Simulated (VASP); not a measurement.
# Y5Zr (Y (10-10), 6 layers) in VASP: notebook

Y5Zr (Y (10-10), 6 layers) is run at these levels: PBE; tasks: single point.

Program: VASP 6.6.1. These are calculated values, not measurements. Logs are shortened: lines on timing, memory, paths and dates and some standing lists are left out, and cuts for length are marked.

## 1. The cell of the first run

The cell holds a slab with vacuum, 6 atoms: a = 3.658 Å, b = 5.673 Å, c = 23.392 Å, α = 90.00°, β = 90.00°, γ = 90.00°.

## 2. Single point, PBE

Input file INCAR:

```
SYSTEM = Y5Zr
  ALGO = Normal
  DIPOL = 0.5 0.5 0.500
  EDIFF = 1E-6
  ENCUT = 520
  GGA = PE
  IDIPOL = 3
  ISIF = 2
  ISMEAR = -1
  LASPH = .True.
  LCHARG = .False.
  LDIPOL = .True.
  LREAL = .False.
  LWAVE = .False.
  NBANDS = 42
  NELM = 60
  PREC = Accurate
  SIGMA = 0.05
```

Input file KPOINTS:

```
k-points
0
Gamma
  10 7 1
  0 0 0
```

Input file POSCAR:

```
Y5Zr
1.0
    3.6580181829      0.0000000000      0.0000000000
    0.0000000000      5.6733912590      0.0000000000
    0.0000000000      0.0000000000     23.3919000000
Y Zr
5 1
Direct
    0.7500000000      0.7500000000      0.3462357758
    0.2500000000      0.2500000000      0.3925698162
    0.7500000000      0.2500000000      0.5244885275
    0.7500000000      0.7500000000      0.6074301869
    0.2500000000      0.2500000000      0.6537642232
    0.2500000000      0.7500000000      0.4755114704
```

Potentials or basis: VASP PAW PBE potentials, release 64 (Y_sv, Zr_sv).

Launch:

```bash
$ cat potpaw_PBE.64/Y_sv/POTCAR potpaw_PBE.64/Zr_sv/POTCAR > POTCAR
$ mpirun -np 1 vasp_std > vasp.out
```

OUTCAR:

```text
SYSTEM = Y5Zr
   EDIFF = 1E-6
   ENCUT = 520
   GGA = PE
   ISIF = 2
   ISMEAR = -1
   LASPH = .True.
   LREAL = .False.
   NELM = 60
   PREC = Accurate

 ion  position               nearest neighbor table
   1  0.750  0.750  0.346-   6 3.53   6 3.53   2 3.54   2 3.54   2 3.54   2 3.54
   2  0.250  0.250  0.393-   6 3.44   6 3.44   1 3.54   1 3.54   1 3.54   1 3.54   3 3.59   3 3.59

   3  0.750  0.250  0.524-   4 3.44   4 3.44   5 3.53   5 3.53   6 3.56   6 3.56   6 3.56   6 3.56
                             2 3.59   2 3.59
   4  0.750  0.750  0.607-   3 3.44   3 3.44   5 3.54   5 3.54   5 3.54   5 3.54   6 3.59   6 3.59

   5  0.250  0.250  0.654-   3 3.53   3 3.53   4 3.54   4 3.54   4 3.54   4 3.54
   6  0.250  0.750  0.476-   2 3.44   2 3.44   1 3.53   1 3.53   3 3.56   3 3.56   3 3.56   3 3.56
                             4 3.59   4 3.59

  LATTYP: Found a simple orthorhombic cell.
 ALAT       =     3.6580181829
 B/A-ratio  =     1.5509467081
 C/A-ratio  =     6.3946921066

  Lattice vectors:

 A1 = (   3.6580181829,   0.0000000000,   0.0000000000)
 A2 = (   0.0000000000,   5.6733912590,   0.0000000000)
 A3 = (   0.0000000000,   0.0000000000,  23.3919000000)

Analysis of symmetry for initial positions (statically):
=====================================================================
 Subroutine PRICEL returns:
 Original cell was already a primitive cell.

 Routine SETGRP: Setting up the symmetry group for a
 simple orthorhombic supercell.

 Subroutine GETGRP returns: Found  4 space group operations
 (whereof  1 operations were pure point group operations)
 out of a pool of  8 trial point group operations.

The static configuration has the point symmetry C_1 .
 The point group associated with its full space group is C_2v.

Analysis of symmetry for dynamics (positions and initial velocities):
=====================================================================
 Subroutine PRICEL returns:
 Original cell was already a primitive cell.

 Routine SETGRP: Setting up the symmetry group for a
 simple orthorhombic supercell.

 Subroutine GETGRP returns: Found  4 space group operations
 (whereof  1 operations were pure point group operations)
 out of a pool of  8 trial point group operations.

The dynamic configuration has the point symmetry C_1 .
 The point group associated with its full space group is C_2v.

 Subroutine INISYM returns: Found  4 space group operations
 (whereof  1 operations are pure point group operations),
 and found     1 'primitive' translations

----------------------------------------------------------------------------------------

                                     Primitive cell

  volume of cell :     485.4607

  direct lattice vectors                    reciprocal lattice vectors
     3.658018183  0.000000000  0.000000000     0.273372069  0.000000000  0.000000000
     0.000000000  5.673391259  0.000000000     0.000000000  0.176261420  0.000000000
     0.000000000  0.000000000 23.391900000     0.000000000  0.000000000  0.042749841

  length of vectors
     3.658018183  5.673391259 23.391900000     0.273372069  0.176261420  0.042749841

  position of ions in fractional coordinates (direct lattice)
     0.750000000  0.750000000  0.346235776
     0.250000000  0.250000000  0.392569816
     0.750000000  0.250000000  0.524488527
     0.750000000  0.750000000  0.607430187
     0.250000000  0.250000000  0.653764223
     0.250000000  0.750000000  0.475511470

  ion indices of the primitive-cell ions
   primitive index   ion index
                 1           1
                 2           2
                 3           3
                 4           4
                 5           5
                 6           6

----------------------------------------------------------------------------------------

 KPOINTS: k-points

Automatic generation of k-mesh.
 Grid dimensions read from file:
 generate k-points for:   10    7    1

 Generating k-lattice:

  Cartesian coordinates                     Fractional coordinates (reciprocal lattice)
     0.027337207  0.000000000  0.000000000     0.100000000  0.000000000  0.000000000
     0.000000000  0.025180203  0.000000000     0.000000000  0.142857143  0.000000000
     0.000000000  0.000000000  0.042749841     0.000000000  0.000000000  1.000000000

  Length of vectors
     0.027337207  0.025180203  0.042749841

  Shift w.r.t. Gamma in fractional coordinates (k-lattice)
     0.000000000  0.000000000  0.000000000

 Subroutine IBZKPT returns following result:
 ===========================================

 Found     24 irreducible k-points:

 Following reciprocal coordinates:
            Coordinates               Weight
  0.000000  0.000000  0.000000      1.000000
  0.100000  0.000000  0.000000      2.000000
  0.200000  0.000000  0.000000      2.000000
  0.300000  0.000000  0.000000      2.000000
  0.400000  0.000000  0.000000      2.000000
  0.500000  0.000000  0.000000      1.000000
[... 16 lines left out ...]
  0.400000  0.428571  0.000000      4.000000
  0.500000  0.428571  0.000000      2.000000
   k-points           NKPTS =     24   k-points in BZ     NKDIM =     24   number of bands    NBANDS=     42
   number of dos      NEDOS =    301   number of ions     NIONS =      6
   total plane-waves  NPLWV = 211680
   dimension x,y,z NGX =    28 NGY =   42 NGZ =  180
   dimension x,y,z NGXF=    56 NGYF=   84 NGZF=  360
   ions per type =               5   1
   NGX,Y,Z   is equivalent  to a cutoff of  12.73, 12.31, 12.79 a.u.
   NGXF,Y,Z  is equivalent  to a cutoff of  25.45, 24.61, 25.59 a.u.
 SYSTEM =  Y5Zr
   PREC   = accura    normal or accurate (medium, high low for compatibility)
   ISTART =      0    job   : 0-new  1-cont  2-samecut
   ICHARG =      2    charge: 1-file 2-atom 10-const
   ISPIN  =      1    spin polarized calculation?
   LNONCOLLINEAR =      F non collinear calculations
   LSORBIT =      F    spin-orbit coupling
   LASPH  =      T    aspherical Exc in radial PAW
   ENCUT  =  520.0 eV  38.22 Ry    6.18 a.u.   6.80 10.55 43.49*2*pi/ulx,y,z
   NELM   =     60;   NELMIN=  2; NELMDL= -5     # of ELM steps
   EDIFF  = 0.1E-05   stopping-criterion for ELM
   LREAL  =      F    real-space projection
   EDIFFG = 0.1E-04   stopping-criterion for IOM
   NSW    =      0    number of steps for IOM
   IBRION =     -1    ionic relax: 0-MD 1-quasi-New 2-CG
   NFREE  =      0    steps in history (QN), initial steepest desc. (CG)
   ISIF   =      2    stress and relaxation
   ISYM   =      2    0-nonsym 1-usesym 2-fastsym
   POTIM  = 0.5000    time-step for ionic-motion
   TEBEG  =    0.0;   TEEND  =   0.0 temperature during run
   PSTRESS=    0.0 pullay stress
   NELECT =      67.0000    total number of electrons
   NUPDOWN=      -1.0000    fix difference up-down
   EMIN   =  10.00;   EMAX   =-10.00  energy-range for DOS
   EFERMI =   0.00;   METHOD = LEGACY
   ISMEAR =    -1;   SIGMA  =   0.05  broadening in eV -4-tet -1-fermi 0-gaus
   EFERMI_NEDOS =   21; number of points for ismear=-14 and -15
   IALGO  =     38    algorithm
   IMIX   =      4    mixing-type and parameters
     AMIX     =   0.40;   BMIX     =  1.00
     AMIX_MAG =   1.60;   BMIX_MAG =  1.00
  volume/ion in A,a.u.               =      80.91       546.01
  Fermi-wavevector in a.u.,A,eV,Ry     =   0.846022  1.598750  9.738417  0.715753
  Thomas-Fermi vector in A             =   1.961303
   LORBIT       =      0    0 simple, 1 ext, 2 COOP (PROOUT), +10 PAW based schemes
   GGA     = PE    functional components
   LHFCALC =     F    Hartree Fock is set to
   AEXX    =    0.0000 exact exchange contribution
   IVDW    =     0    specifies the selected vdW correction
   LEPSILON=     F    determine dielectric tensor
   LRPA    =     F    only Hartree local field effects (RPA)
 non-spin polarized calculation
  energy-cutoff  :      520.00
  volume of cell :      485.46
 maximum number of plane-waves:     13138
 NGX is ok and might be reduce to    28
   NGX = 13   NGY = 21   NGZ = 87

 dipolmoment           0.000000      0.000000     -0.019617 electrons x Angstroem

 number of electron      67.0000000 magnetization

 dipolmoment           0.000000      0.000000      0.002110 electrons x Angstroem

 Free energy of the ion-electron system (eV)
  ---------------------------------------------------
  ext. energy  EPLUGINS =         0.00000000
  ---------------------------------------------------
  free energy    TOTEN  =       -37.79005993 eV

  energy without entropy =      -37.69733154  energy(sigma->0) =      -37.74369574

 E-fermi :  -0.4590     XC(G=0):  -4.6398

 val. band max:       -0.4701763825   @ k =   0.4000   0.0000   0.0000
 cond. band min:      -0.4587874637   @ k =   0.0000   0.0000   0.0000
 fundamental gap:      0.0113889188
 Fermi energy:        -0.4590027831

 k-point     1 :       0.0000    0.0000    0.0000
  band No.  band energies     occupation
      1     -49.6535      2.00000
      2     -43.7405      2.00000
      3     -43.7025      2.00000
      4     -43.2858      2.00000
      5     -43.2492      2.00000
      6     -42.9801      2.00000
[... 34 lines left out ...]
     41       0.9622      0.00000
     42       1.0759      0.00000

 k-point     2 :       0.1000    0.0000    0.0000
  band No.  band energies     occupation
      1     -49.6528      2.00000
      2     -43.7388      2.00000
      3     -43.7008      2.00000
      4     -43.2843      2.00000
      5     -43.2478      2.00000
      6     -42.9786      2.00000
[... 34 lines left out ...]
     41       0.9222      0.00000
     42       1.0480      0.00000

 k-point     3 :       0.2000    0.0000    0.0000
  band No.  band energies     occupation
      1     -49.6507      2.00000
      2     -43.7345      2.00000
      3     -43.6963      2.00000
      4     -43.2804      2.00000
      5     -43.2440      2.00000
      6     -42.9746      2.00000
[... 897 lines left out ...]
      4     -43.2718      2.00000
      5     -43.2347      2.00000
      6     -42.9668      2.00000
[... 34 lines left out ...]
     41       0.5278      0.00000
     42       0.7030      0.00000

 k-point    24 :       0.5000    0.4286    0.0000
  band No.  band energies     occupation
      1     -49.6455      2.00000
      2     -43.7231      2.00000
      3     -43.6847      2.00000
      4     -43.2702      2.00000
      5     -43.2331      2.00000
      6     -42.9653      2.00000
[... 34 lines left out ...]
     41       0.6521      0.00000
     42       0.8181      0.00000

------------------------ aborting loop because EDIFF is reached ----------------------------------------

 vacuum level on the upper side and lower side of the slab       (xc-potential included)        -0.159        -0.176

  FORCE on cell =-STRESS in cart. coord.  units (eV):
  Direction    XX          YY          ZZ          XY          YZ          ZX
  --------------------------------------------------------------------------------------
  -------------------------------------------------------------------------------------
  Total       -4.9496338     -4.7897264     -4.0805213      0.0000000      0.0000000      0.0000000
  in kB      -16.3353919    -15.8076458    -13.4670396      0.0000000      0.0000000      0.0000000
  external PRESSURE =     -15.2033591 kB  Pullay stress =       0.0000000 kB

 VOLUME and BASIS-vectors are now :
 -----------------------------------------------------------------------------
  energy-cutoff  :      520.00
  volume of cell :      485.46
      direct lattice vectors                 reciprocal lattice vectors
     3.658018183  0.000000000  0.000000000     0.273372069  0.000000000  0.000000000
     0.000000000  5.673391259  0.000000000     0.000000000  0.176261420  0.000000000
     0.000000000  0.000000000 23.391900000     0.000000000  0.000000000  0.042749841

 POSITION                                       TOTAL-FORCE (eV/Angst)
 -----------------------------------------------------------------------------------
      2.74351      4.25504      8.09911         0.000000      0.000000      0.530752
      0.91450      1.41835      9.18295         0.000000      0.000000      0.428470
      2.74351      1.41835     12.26878         0.000000      0.000000     -0.362300
      2.74351      4.25504     14.20895         0.000000      0.000000     -0.504606
      0.91450      1.41835     15.29279         0.000000      0.000000      0.082957
      0.91450      4.25504     11.12312         0.000000      0.000000     -0.175272
 -----------------------------------------------------------------------------------
    total drift:                                0.000000      0.000000     -0.000093

  FREE ENERGIE OF THE ION-ELECTRON SYSTEM (eV)
  ---------------------------------------------------
  free  energy   TOTEN  =       -37.7900599296 eV

  energy  without entropy=      -37.6973315418  energy(sigma->0) =      -37.74369574

 vacuum level on the upper side and lower side of the slab         2.695         2.678
```

Run time: 21 min. Hardware: 1 thread of AMD EPYC 7R13 (Zen 3), shared host; peak memory 0.7 GiB.

What came out:

* Free energy: -37.7901 eV
* Largest force: 0.531 eV/Å

Forces in eV/Å, atoms in the order of the input:
```
Y    0.000  0.000  0.531
Y    0.000  0.000  0.428
Y    0.000  0.000 -0.362
Y    0.000  0.000 -0.505
Y    0.000  0.000  0.083
Zr   0.000  0.000 -0.175
```

(Part 1 of 2 ends here.)
